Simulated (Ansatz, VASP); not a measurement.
**Sn in VASP and in Ansatz**

```xyz
9
Lattice="4.6256 0.0000 0.0000 0.0000 4.6256 0.0000 0.0000 0.0000 28.0831" Properties=species:S:1:pos:R:3 pbc="T T T"
Sn    0.0000    2.3128    7.5000
Sn    0.0000    0.0000    9.1354
Sn    2.3128    0.0000   10.7708
Sn    2.3128    2.3128   12.4062
Sn    0.0000    2.3128   14.0416
Sn    0.0000    0.0000   15.6769
Sn    2.3128    0.0000   17.3123
Sn    2.3128    2.3128   18.9477
Sn    0.0000    2.3128   20.5831
```

Alike in both runs: task single point; functional PBEsol; k mesh 8 × 8 × 1; occupations gaussian, width 0.1 eV; no spin polarisation.

|  | VASP | Ansatz |
| --- | --- | --- |
| version | VASP 6.6.1 | Ansatz 0.2.0 |
| potentials or method | VASP PAW PBE potentials, release 64 (Sn_d), cutoff 520 eV | scalar-relativistic, plane waves, PAW |
| valence electrons in the cell | 126 | 126 |

|  | VASP | Ansatz | Ansatz less VASP |
| --- | --- | --- | --- |
| gap on the k mesh at the Fermi level (eV) | none | none | - |
| rms of the force components (eV/Å) | 0.057 | 0.057 | -0.0008 |

VASP's potentials were made for PBE, not for PBEsol. Atom by atom the forces differ by 0.001 eV/Å (rms over components). A gap of «none» marks a metal or a gap that the smearing closes. With one functional, cell and mesh, what is left measures potentials, basis and numerics. Ansatz's warnings: xc potential rough in thin density.
